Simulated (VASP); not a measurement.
# Cu in VASP: a series of runs

Runs on Cu. Level: PBEsol. Tasks: single point.

All numbers are computed with VASP 6.6.1; they aren't measurements. Logs are shortened: lines on timing, memory, paths and dates and some standing lists are left out, and cuts for length are marked.

### Step 1. The cell of the first run

The cell holds a slab with vacuum, 6 atoms: a = 2.504 Å, b = 2.504 Å, c = 24.576 Å, α = 90.00°, β = 90.00°, γ = 120.00°.

### Step 2. Single point, PBEsol

Input file INCAR:

```
SYSTEM = Cu
  PREC = Accurate
  ENCUT = 520
  EDIFF = 1E-6
  ISMEAR = 1
  SIGMA = 0.1
  LREAL = .FALSE.
  LASPH = .TRUE.
  NELM = 100
  ALGO = Normal
  ISIF = 2
  LWAVE = .FALSE.
  LCHARG = .FALSE.
  GGA = PS
  NBANDS = 42
```

Input file KPOINTS:

```
Automatic mesh
0
G
  11 11 1
  0 0 0
```

Input file POSCAR:

```
Cu
1.0
    2.5036580000      0.0000000000      0.0000000000
   -1.2518290000      2.1682320000      0.0000000000
    0.0000000000      0.0000000000     24.5755890000
Cu
6
Direct
    0.0000000000      0.0000000000      0.3737640000
    0.6666666667      0.3333333333      0.2896140000
    0.3333333333      0.6666666667      0.4579910000
    0.0000000000      0.0000000000      0.6262360000
    0.6666666667      0.3333333333      0.5420090000
    0.3333333333      0.6666666667      0.7103860000
```

Potentials or basis: VASP PAW PBE potentials, release 64 (Cu).

Command:

```bash
cat potpaw_PBE.64/Cu/POTCAR > POTCAR
mpirun -np 1 vasp_std > vasp.out
```

OUTCAR:

```text
SYSTEM = Cu
   PREC = Accurate
   ENCUT = 520
   EDIFF = 1E-6
   ISMEAR = 1
   LREAL = .FALSE.
   LASPH = .TRUE.
   NELM = 100
   ISIF = 2
   GGA = PS

 ion  position               nearest neighbor table
   1  0.000  0.000  0.374-   2 2.52   2 2.52   2 2.52   3 2.52   3 2.52   3 2.52
   2  0.667  0.333  0.290-   1 2.52   1 2.52   1 2.52
   3  0.333  0.667  0.458-   5 2.52   5 2.52   5 2.52   1 2.52   1 2.52   1 2.52
   4  0.000  0.000  0.626-   6 2.52   6 2.52   6 2.52   5 2.52   5 2.52   5 2.52
   5  0.667  0.333  0.542-   3 2.52   3 2.52   3 2.52   4 2.52   4 2.52   4 2.52
   6  0.333  0.667  0.710-   4 2.52   4 2.52   4 2.52

  LATTYP: Found a hexagonal cell.
 ALAT       =     2.5036580000
 C/A-ratio  =     9.8158730146

  Lattice vectors:

 A1 = (   2.5036580000,   0.0000000000,   0.0000000000)
 A2 = (  -1.2518290000,   2.1682320000,   0.0000000000)
 A3 = (   0.0000000000,   0.0000000000,  24.5755890000)

Analysis of symmetry for initial positions (statically):
=====================================================================
 Subroutine PRICEL returns:
 Original cell was already a primitive cell.

 Routine SETGRP: Setting up the symmetry group for a
 hexagonal supercell.

 Subroutine GETGRP returns: Found 12 space group operations
 (whereof 12 operations were pure point group operations)
 out of a pool of 24 trial point group operations.

The static configuration has the point symmetry D_3d.

Analysis of symmetry for dynamics (positions and initial velocities):
=====================================================================
 Subroutine PRICEL returns:
 Original cell was already a primitive cell.

 Routine SETGRP: Setting up the symmetry group for a
 hexagonal supercell.

 Subroutine GETGRP returns: Found 12 space group operations
 (whereof 12 operations were pure point group operations)
 out of a pool of 24 trial point group operations.

The dynamic configuration has the point symmetry D_3d.

 Subroutine INISYM returns: Found 12 space group operations
 (whereof 12 operations are pure point group operations),
 and found     1 'primitive' translations

----------------------------------------------------------------------------------------

                                     Primitive cell

  volume of cell :     133.4089

  direct lattice vectors                    reciprocal lattice vectors
     2.503658000  0.000000000  0.000000000     0.399415575  0.230602629  0.000000000
    -1.251829000  2.168232000  0.000000000     0.000000000  0.461205258  0.000000000
     0.000000000  0.000000000 24.575589000     0.000000000  0.000000000  0.040690785

  length of vectors
     2.503658000  2.503658493 24.575589000     0.461205349  0.461205258  0.040690785

  position of ions in fractional coordinates (direct lattice)
     0.000000000  0.000000000  0.373764000
     0.666666667  0.333333333  0.289614000
     0.333333333  0.666666667  0.457991000
     0.000000000  0.000000000  0.626236000
     0.666666667  0.333333333  0.542009000
     0.333333333  0.666666667  0.710386000

  ion indices of the primitive-cell ions
   primitive index   ion index
                 1           1
                 2           2
                 3           3
                 4           4
                 5           5
                 6           6

----------------------------------------------------------------------------------------

 KPOINTS: Automatic mesh

Automatic generation of k-mesh.
 Grid dimensions read from file:
 generate k-points for:   11   11    1

 Generating k-lattice:

  Cartesian coordinates                     Fractional coordinates (reciprocal lattice)
     0.036310507  0.020963875  0.000000000     0.090909091  0.000000000  0.000000000
     0.000000000  0.041927751  0.000000000     0.000000000  0.090909091  0.000000000
     0.000000000  0.000000000  0.040690785     0.000000000  0.000000000  1.000000000

  Length of vectors
     0.041927759  0.041927751  0.040690785

  Shift w.r.t. Gamma in fractional coordinates (k-lattice)
     0.000000000  0.000000000  0.000000000

 Subroutine IBZKPT returns following result:
 ===========================================

 Found     16 irreducible k-points:

 Following reciprocal coordinates:
            Coordinates               Weight
  0.000000  0.000000  0.000000      1.000000
  0.090909 -0.000000  0.000000      6.000000
  0.181818 -0.000000  0.000000      6.000000
  0.272727 -0.000000  0.000000      6.000000
  0.363636 -0.000000  0.000000      6.000000
  0.454545  0.000000  0.000000      6.000000
[... 8 lines left out ...]
  0.272727  0.272727  0.000000      6.000000
  0.363636  0.272727  0.000000      6.000000
   k-points           NKPTS =     16   k-points in BZ     NKDIM =     16   number of bands    NBANDS=     42
   number of dos      NEDOS =    301   number of ions     NIONS =      6
   total plane-waves  NPLWV =  76800
   dimension x,y,z NGX =    20 NGY =   20 NGZ =  192
   dimension x,y,z NGXF=    40 NGYF=   40 NGZF=  384
   ions per type =               6
   NGX,Y,Z   is equivalent  to a cutoff of  13.28, 13.28, 12.99 a.u.
   NGXF,Y,Z  is equivalent  to a cutoff of  26.56, 26.56, 25.98 a.u.
 SYSTEM =  Cu
   PREC   = accura    normal or accurate (medium, high low for compatibility)
   ISTART =      0    job   : 0-new  1-cont  2-samecut
   ICHARG =      2    charge: 1-file 2-atom 10-const
   ISPIN  =      1    spin polarized calculation?
   LNONCOLLINEAR =      F non collinear calculations
   LSORBIT =      F    spin-orbit coupling
   LASPH  =      T    aspherical Exc in radial PAW
   ENCUT  =  520.0 eV  38.22 Ry    6.18 a.u.   4.66  4.66 45.69*2*pi/ulx,y,z
   NELM   =    100;   NELMIN=  2; NELMDL= -5     # of ELM steps
   EDIFF  = 0.1E-05   stopping-criterion for ELM
   LREAL  =      F    real-space projection
   EDIFFG = 0.1E-04   stopping-criterion for IOM
   NSW    =      0    number of steps for IOM
   IBRION =     -1    ionic relax: 0-MD 1-quasi-New 2-CG
   NFREE  =      0    steps in history (QN), initial steepest desc. (CG)
   ISIF   =      2    stress and relaxation
   ISYM   =      2    0-nonsym 1-usesym 2-fastsym
   POTIM  = 0.5000    time-step for ionic-motion
   TEBEG  =    0.0;   TEEND  =   0.0 temperature during run
   PSTRESS=    0.0 pullay stress
   NELECT =      66.0000    total number of electrons
   NUPDOWN=      -1.0000    fix difference up-down
   EMIN   =  10.00;   EMAX   =-10.00  energy-range for DOS
   EFERMI =   0.00;   METHOD = LEGACY
   ISMEAR =     1;   SIGMA  =   0.10  broadening in eV -4-tet -1-fermi 0-gaus
   EFERMI_NEDOS =   21; number of points for ismear=-14 and -15
   IALGO  =     38    algorithm
   IMIX   =      4    mixing-type and parameters
     AMIX     =   0.40;   BMIX     =  1.00
     AMIX_MAG =   1.60;   BMIX_MAG =  1.00
  volume/ion in A,a.u.               =      22.23       150.05
  Fermi-wavevector in a.u.,A,eV,Ry     =   1.294776  2.446772 22.809411  1.676444
  Thomas-Fermi vector in A             =   2.426337
   LORBIT       =      0    0 simple, 1 ext, 2 COOP (PROOUT), +10 PAW based schemes
   GGA     = PS    functional components
   LHFCALC =     F    Hartree Fock is set to
   AEXX    =    0.0000 exact exchange contribution
   IVDW    =     0    specifies the selected vdW correction
   LEPSILON=     F    determine dielectric tensor
   LRPA    =     F    only Hartree local field effects (RPA)
 non-spin polarized calculation
 Methfessel and Paxton  Order N= 1 SIGMA  =   0.10
  energy-cutoff  :      520.00
  volume of cell :      133.41
 maximum number of plane-waves:      3634
 NGX is ok and might be reduce to    20
   NGX =  9   NGY =  9   NGZ = 91

 number of electron      66.0000022 magnetization

 Free energy of the ion-electron system (eV)
  ---------------------------------------------------
  ext. energy  EPLUGINS =         0.00000000
  ---------------------------------------------------
  free energy    TOTEN  =       -24.78256626 eV

  energy without entropy =      -24.78192215  energy(sigma->0) =      -24.78235156

 E-fermi :   1.5186     XC(G=0):  -7.4063

 val. band max:        1.4942452181   @ k =   0.2727   0.1818   0.0000
 cond. band min:       1.7143730640   @ k =   0.4545   0.0909   0.0000
 fundamental gap:      0.2201278459
 Fermi energy:         1.5185954164

 k-point     1 :       0.0000    0.0000    0.0000
  band No.  band energies     occupation
      1      -7.9266      2.00000
      2      -7.2276      2.00000
      3      -6.2089      2.00000
      4      -5.0127      2.00000
      5      -4.0644      2.00000
      6      -3.7790      2.00000
[... 34 lines left out ...]
     41       7.5375      0.00000
     42       9.5722      0.00000

 k-point     2 :       0.0909   -0.0000    0.0000
  band No.  band energies     occupation
      1      -7.6495      2.00000
      2      -6.9571      2.00000
      3      -5.9499      2.00000
      4      -4.7710      2.00000
      5      -3.8478      2.00000
      6      -3.5927      2.00000
[... 34 lines left out ...]
     41       7.7792      0.00000
     42       9.8267      0.00000

 k-point     3 :       0.1818   -0.0000    0.0000
  band No.  band energies     occupation
      1      -6.8449      2.00000
      2      -6.1793      2.00000
      3      -5.2224      2.00000
      4      -4.1256      2.00000
      5      -3.2985      2.00000
      6      -3.1218      2.00000
[... 34 lines left out ...]
     41       8.5065      0.00000
     42      10.5862      0.00000

 k-point     4 :       0.2727   -0.0000    0.0000
  band No.  band energies     occupation
      1      -5.6213      2.00000
      2      -5.0390      2.00000
      3      -4.2537      2.00000
      4      -3.4473      2.00000
      5      -2.8726      2.00000
      6      -2.7081      2.00000
[... 484 lines left out ...]
     41       9.8315      0.00000
     42      10.3932      0.00000

 k-point    15 :       0.2727    0.2727    0.0000
  band No.  band energies     occupation
      1      -2.9475      2.00000
      2      -2.8987      2.00000
      3      -2.7965      2.00000
      4      -2.6844      2.00000
      5      -2.6464      2.00000
      6      -2.4777      2.00000
[... 34 lines left out ...]
     41       9.1767      0.00000
     42       9.5816      0.00000

 k-point    16 :       0.3636    0.2727    0.0000
  band No.  band energies     occupation
      1      -2.7766      2.00000
      2      -2.7554      2.00000
      3      -2.6006      2.00000
      4      -2.5647      2.00000
      5      -2.5618      2.00000
      6      -2.4219      2.00000
[... 34 lines left out ...]
     41       8.5344      0.00000
     42       8.5612      0.00000

------------------------ aborting loop because EDIFF is reached ----------------------------------------

  FORCE on cell =-STRESS in cart. coord.  units (eV):
  Direction    XX          YY          ZZ          XY          YZ          ZX
  --------------------------------------------------------------------------------------
  -------------------------------------------------------------------------------------
  Total       -0.3071574     -0.3071576     -0.1708792      0.0000000      0.0000000     -0.0000000
  in kB       -3.6888150     -3.6888169     -2.0521780      0.0000000      0.0000000     -0.0000000
  external PRESSURE =      -3.1432700 kB  Pullay stress =       0.0000000 kB

 VOLUME and BASIS-vectors are now :
 -----------------------------------------------------------------------------
  energy-cutoff  :      520.00
  volume of cell :      133.41
      direct lattice vectors                 reciprocal lattice vectors
     2.503658000  0.000000000  0.000000000     0.399415575  0.230602629  0.000000000
    -1.251829000  2.168232000  0.000000000     0.000000000  0.461205258  0.000000000
     0.000000000  0.000000000 24.575589000     0.000000000  0.000000000  0.040690785

 POSITION                                       TOTAL-FORCE (eV/Angst)
 -----------------------------------------------------------------------------------
      0.00000      0.00000      9.18547        -0.000000     -0.000000     -0.078628
      1.25183      0.72274      7.11743        -0.000000     -0.000000      0.073289
     -0.00000      1.44549     11.25540         0.000000      0.000000     -0.065883
      0.00000      0.00000     15.39012         0.000000      0.000000      0.078628
      1.25183      0.72274     13.32019         0.000000     -0.000000      0.065883
     -0.00000      1.44549     17.45815        -0.000000      0.000000     -0.073289
 -----------------------------------------------------------------------------------
    total drift:                               -0.000000      0.000000      0.000000

  FREE ENERGIE OF THE ION-ELECTRON SYSTEM (eV)
  ---------------------------------------------------
  free  energy   TOTEN  =       -24.7825662600 eV

  energy  without entropy=      -24.7819221506  energy(sigma->0) =      -24.78235156
```

It took 90 s on 1 thread of Intel Xeon 6975P-C (Granite Rapids), shared host; peak memory 0.28 GiB.

Results:

```
Free energy            : -24.7826 eV
Largest force          : 0.079 eV/Å
Band gap on the k mesh : zero (band 33 reaches 4.71 eV, above the bottom of band 34 at 0.04 eV)
```

Forces in eV/Å, atoms in the order of the input:
```
Cu   0.000  0.000 -0.079
Cu   0.000  0.000  0.073
Cu   0.000  0.000 -0.066
Cu   0.000  0.000  0.079
Cu   0.000  0.000  0.066
Cu   0.000  0.000 -0.073
```

Caveat: the PAW data sets were made with another functional, which shifts forces and pressure a little.

### Step 3. Single point, PBEsol

Input file INCAR:

```
ALGO     = Normal         # electronic algorithm
EDIFF    = 1E-6           # SCF threshold, eV
ENCUT    = 520            # plane-wave cutoff, eV
GGA      = PS             # functional
ISIF     = 2              # what is computed and relaxed
ISMEAR   = 1              # smearing method
LASPH    = True           # aspherical terms in the spheres
LCHARG   = True           # write CHGCAR
LELF     = True           # ELF
LREAL    = False          # projectors in reciprocal space
LVHAR    = True         
LWAVE    = False          # write WAVECAR
NBANDS   = 42             # bands
NELM     = 100            # most SCF steps
PREC     = Accurate       # precision mode
SIGMA    = 0.1            # smearing width, eV
```

Input file KPOINTS:

```
k-points
0
Gamma
  11 11 1
```

POSCAR is that of step 2.

Potentials or basis: VASP PAW PBE potentials, release 64 (Cu).

Command:

```bash
cat potpaw_PBE.64/Cu/POTCAR > POTCAR
mpirun -np 1 vasp_std > vasp.out
```

Wall time 81 s (1 thread of Intel Xeon 6975P-C (Granite Rapids), shared host); peak memory 0.29 GiB.

The run converged. Its results:

```
Free energy            : -24.7826 eV
Largest force          : 0.079 eV/Å
Band gap on the k mesh : zero (band 33 reaches 4.71 eV, above the bottom of band 34 at 0.04 eV)
```

Forces in eV/Å, atoms in the order of the input:
```
Cu   0.000  0.000 -0.079
Cu   0.000  0.000  0.073
Cu   0.000  0.000 -0.066
Cu   0.000  0.000  0.079
Cu   0.000  0.000  0.066
Cu   0.000  0.000 -0.073
```

Levels at points of the mesh, in eV from the Fermi level:
```tsv
k point	band 32	band 33	band 34	band 35	band 36	band 37
(0.00, 0.00, 0.00)	-1.52	-1.52	-1.48	-1.48	-0.82	-0.39
```

Caveat: the PAW data sets were made with another functional, which shifts forces and pressure a little.
